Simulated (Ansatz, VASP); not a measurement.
# InAs: VASP beside Ansatz

Contents of INCAR:

```
SYSTEM = InAs
  ALGO = Normal
  EDIFF = 1E-6
  EDIFFG = -0.01
  ENCUT = 600
  GGA = PS
  IBRION = 2
  ISIF = 3
  ISMEAR = -1
  LASPH = .TRUE.
  LCHARG = .FALSE.
  LREAL = .FALSE.
  LWAVE = .FALSE.
  NELM = 80
  NSW = 80
  PREC = Accurate
  SIGMA = 0.05
```

The input KPOINTS:

```
k-points
0
G
  8 8 8
  0 0 0
```

Contents of POSCAR:

```
InAs
1.0
    0.0000000000      3.0180000000      3.0180000000
    3.0180000000      0.0000000000      3.0180000000
    3.0180000000      3.0180000000      0.0000000000
In As
1 1
Direct
    0.0000000000      0.0000000000      0.0000000000
    0.7500000000      0.7500000000      0.7500000000
```

File input.yaml:

```yaml
crystal:
  lattice:
    - [0.0, 3.018, 3.018]
    - [3.018, 0.0, 3.018]
    - [3.018, 3.018, 0.0]
  atoms:
    - { symbol: In, position: [0.0, 0.0, 0.0] }
    - { symbol: As, position: [0.75, 0.75, 0.75] }
kpoints:
  mp_grid: { grid: [8, 8, 8] }
scf:
  occupations: { method: fermi_dirac, width: 0.05 }
hamiltonian:
  xc: pbesol
  pseudopotentials: { kind: all_electron, lapw: { basis_error: 0.001 } }
output:
  forces: true
  stress: true
relax:
  f_tol: 0.01
  max_steps: 60
  cell: {}
```

Alike in both runs: task relaxation of cell and atoms; functional PBEsol; k mesh 8 × 8 × 8; occupations fermi-dirac, width 0.05 eV; no spin polarisation.

|  | VASP | Ansatz |
| --- | --- | --- |
| version | VASP 6.6.1 | Ansatz 0.2.0 |
| potentials or method | VASP PAW PBE potentials, release 64 (In_d, As), cutoff 600 eV | all-electron LAPW, scalar-relativistic |

Ansatz gave:

```
relaxed volume (Å³/atom)                                     : 28.22
relaxed cell length with the largest relative difference (Å) : 4.305
```

Question: Which values does VASP return?

Answer: Relaxed volume (Å³/atom): 28.25; relaxed cell length with the largest relative difference (Å): 4.307.

VASP's potentials were made for PBE, not for PBEsol. Ansatz ran all-electron here, and VASP with PAW potentials.
